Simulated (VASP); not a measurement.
Crystal: TiO.

```xyz
6
Lattice="4.9891 0.0000 0.0000 -2.4945 4.3207 0.0000 0.0000 0.0000 2.8733" Properties=species:S:1:pos:R:3 pbc="T T T"
Ti    2.4945    1.4402    1.4367
Ti    0.0000    2.8805    1.4367
Ti    0.0000    0.0000    0.0000
O     1.5106    2.6164    0.0000
O     1.9679    0.0000    0.0000
O    -0.9839    1.7043    0.0000
```

Base run:

- Program: VASP 6.6.1
- Functional: PBEsol
- Potentials or basis: VASP PAW PBE potentials, release 64 (Ti_sv, O)
- Cutoff: 520 eV
- k mesh: 12 × 12 × 12
- Occupations: fermi-dirac, width 0.3 eV
- Spin: no spin polarisation

Its results: band gap on the k mesh zero (band 27 reaches 11.18 eV, above the bottom of band 28 at 9.76 eV); pressure -3.5 GPa; largest force 0.040 eV/Å.

The run is repeated on the same cell with these changes: k mesh from 12 × 12 × 12 to 6 × 6 × 6; occupations from fermi-dirac, width 0.3 eV to gaussian, width 0.1 eV. What comes out?

Band gap on the k mesh zero (band 27 reaches 11.15 eV, above the bottom of band 28 at 9.73 eV); pressure -5.0 GPa; largest force 0.005 eV/Å.

Caveats: some runs use coarse meshes; the PAW data sets were made with another functional, which shifts forces and pressure a little; semilocal functionals often make such compounds metallic where correlation or magnetic order opens a gap, which also shifts bond lengths.
